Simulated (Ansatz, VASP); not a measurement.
Two plane-wave programs on SiC

File INCAR:

```
ALGO = Normal
EDIFF = 1E-6
ENCUT = 520
GGA = CA
ISIF = 2
ISMEAR = 0
LASPH = True
LCHARG = True
LELF = True
LREAL = False
LVHAR = True
LWAVE = False
NBANDS = 36
NELM = 100
PREC = Accurate
SIGMA = 0.05
```

KPOINTS

```
k-points
0
Gamma
  12 12 2
```

POSCAR

```
SiC
1.0
    3.0592447673      0.0000000000      0.0000000000
   -1.5296223837      2.6493836849      0.0000000000
    0.0000000000      0.0000000000     15.0108680938
Si C
6 6
Direct
    0.0000000000      0.0000000000      0.1250400880
    0.0000000000      0.0000000000      0.6250400880
    0.3333333333      0.6666666667      0.2918179803
    0.6666666667      0.3333333333      0.7918179803
    0.3333333333      0.6666666667      0.9583073463
    0.6666666667      0.3333333333      0.4583073463
    0.0000000000      0.0000000000      0.9996873929
    0.0000000000      0.0000000000      0.4996873929
    0.3333333333      0.6666666667      0.1668280638
    0.6666666667      0.3333333333      0.6668280638
    0.3333333333      0.6666666667      0.8333191288
    0.6666666667      0.3333333333      0.3333191288
```

Input for Ansatz:

```yaml
crystal:
  lattice:
    - [3.0592447673, 0.0, 0.0]
    - [-1.5296223837, 2.6493836849, 0.0]
    - [0.0, 0.0, 15.0108680938]
  atoms:
    - { symbol: Si, position: [0.0, 0.0, 0.125040088] }
    - { symbol: Si, position: [0.0, 0.0, 0.625040088] }
    - { symbol: Si, position: [0.3333333333, 0.6666666667, 0.2918179803] }
    - { symbol: Si, position: [0.6666666667, 0.3333333333, 0.7918179803] }
    - { symbol: Si, position: [0.3333333333, 0.6666666667, 0.9583073463] }
    - { symbol: Si, position: [0.6666666667, 0.3333333333, 0.4583073463] }
    - { symbol: C, position: [0.0, 0.0, 0.9996873929] }
    - { symbol: C, position: [0.0, 0.0, 0.4996873929] }
    - { symbol: C, position: [0.3333333333, 0.6666666667, 0.1668280638] }
    - { symbol: C, position: [0.6666666667, 0.3333333333, 0.6668280638] }
    - { symbol: C, position: [0.3333333333, 0.6666666667, 0.8333191288] }
    - { symbol: C, position: [0.6666666667, 0.3333333333, 0.3333191288] }
basis:
  ecutwfc: 520.0
kpoints:
  mp_grid: { grid: [12, 12, 2] }
hamiltonian:
  xc: lda
  pseudopotentials: { kind: paw, azcp: { folder: soft_1 } }
scf:
  occupations: { method: gaussian, width: 0.05 }
output:
  forces: true
  stress: true
  eigenvalues: true
```

Alike in both runs: task single point; functional LDA; k mesh 12 × 12 × 2; occupations gaussian, width 0.05 eV; no spin polarisation.

|  | VASP | Ansatz |
| --- | --- | --- |
| version | VASP 6.6.1 | Ansatz 0.2.0 |
| potentials or method | VASP PAW LDA potentials, release 64 (Si, C), cutoff 520 eV | scalar-relativistic, plane waves, PAW |
| valence electrons in the cell | 48 | 48 |

|  | VASP | Ansatz | Ansatz less VASP |
| --- | --- | --- | --- |
| gap on the k mesh at the Fermi level (eV) | 1.97 | 1.98 | +0.011 |
| least direct gap on the mesh (eV) | 3.07 | 3.09 | +0.014 |
| pressure (GPa) | 0.4 | 0.0 | -0.40 |

Ansatz warns that its potentials were made for another functional, while VASP's fit it. LDA's correlation is that of Perdew and Zunger in VASP and of Perdew and Wang (1992) in Ansatz.
